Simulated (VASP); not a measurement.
Input of a VASP 6.6.1 run:

INCAR

```
SYSTEM = Al10Ni4Pd4RuPt
ALGO = Fast ; EDIFF = 1E-7
ENCUT = 520 ; GGA = PE
ISIF = 2 ; ISMEAR = 0
LASPH = .True. ; LCHARG = .False.
LREAL = Auto ; LWAVE = .False.
NBANDS = 83 ; NELM = 100
PREC = Accurate ; SIGMA = 0.1
```

File KPOINTS:

```
k-points
0
Gamma
  6 5 5
  0 0 0
```

POSCAR

```
Al10Ni4Pd4RuPt
1.0
    0.0002400000     -5.7735790000      0.0000860000
    6.2306970000     -0.0002820000      3.0003640000
   -3.1122440000      0.0000340000      5.9945180000
Al Ni Ru Pd Pt
10 4 1 4 1
Direct
    0.2518928770      0.2842449535      0.0946999994
    0.2515395600      0.5148684939      0.5052869196
    0.2526407703      0.7137723291      0.8823410511
    0.7474442754      0.2842743499      0.0947442799
    0.7477728553      0.5149015859      0.5052716836
    0.7467005716      0.7138657776      0.8823738487
    0.2470619578      0.8995458663      0.2997761177
    0.2521622888      0.0851163165      0.7180916758
    0.7522792522      0.8995753730      0.2997807153
    0.7471250788      0.0852311406      0.7181396484
    0.4996736028      0.0020847607      0.0133841433
    0.9996592312      0.9873942108      0.0086013329
    0.4996500832      0.7967802930      0.5862216044
    0.9996435178      0.8111554883      0.5905286969
    0.4997379367      0.4005221368      0.8001848153
    0.9996717527      0.2050333405      0.4078541212
    0.9997011927      0.3997370572      0.8004436187
    0.4996530675      0.6022597754      0.1879981984
    0.9996688299      0.5936121047      0.1931759483
    0.4996233684      0.1974019396      0.4115977636
```

Potentials or basis: VASP PAW PBE potentials, release 64 (Al, Ni, Ru_pv, Pd, Pt).

The run is started by

```bash
$ cat potpaw_PBE.64/Al/POTCAR potpaw_PBE.64/Ni/POTCAR potpaw_PBE.64/Ru_pv/POTCAR potpaw_PBE.64/Pd/POTCAR potpaw_PBE.64/Pt/POTCAR > POTCAR
$ mpirun -np 1 vasp_std > vasp.out
```

**Question.** What does it give for the pressure?

**Answer.** 0.3 GPa.

**Question.** Predict the band gap on the k mesh.

**Answer.** Zero (bands 67 and 68 overlap by 0.77 eV).

**Question.** What does it give for the largest force?

**Answer.** 0.117 eV/Å.

Forces on the atoms (eV/Å):
```
Al  -0.004 -0.070  0.043
Al   0.011 -0.076 -0.037
Al   0.014 -0.067  0.077
Al  -0.006  0.068  0.042
Al   0.009  0.076 -0.037
Al   0.011  0.067  0.074
Al  -0.003 -0.091 -0.005
Al   0.001 -0.070 -0.061
Al  -0.003  0.091 -0.006
Al  -0.002  0.067 -0.066
Ni   0.095  0.000 -0.034
Ni  -0.041 -0.001 -0.105
Ni  -0.096 -0.001  0.011
Ni   0.028  0.000  0.113
Ru  -0.049  0.004 -0.027
Pd   0.090  0.003 -0.056
Pd   0.000  0.002  0.015
Pd   0.014 -0.001 -0.011
Pd  -0.078  0.000  0.063
Pt   0.009 -0.001  0.007
```

Caveat: spin-orbit coupling is left out, which moves the levels of the heavy elements. Spin polarisation is off, so any magnetic state and its effect on volume and gap are missing.
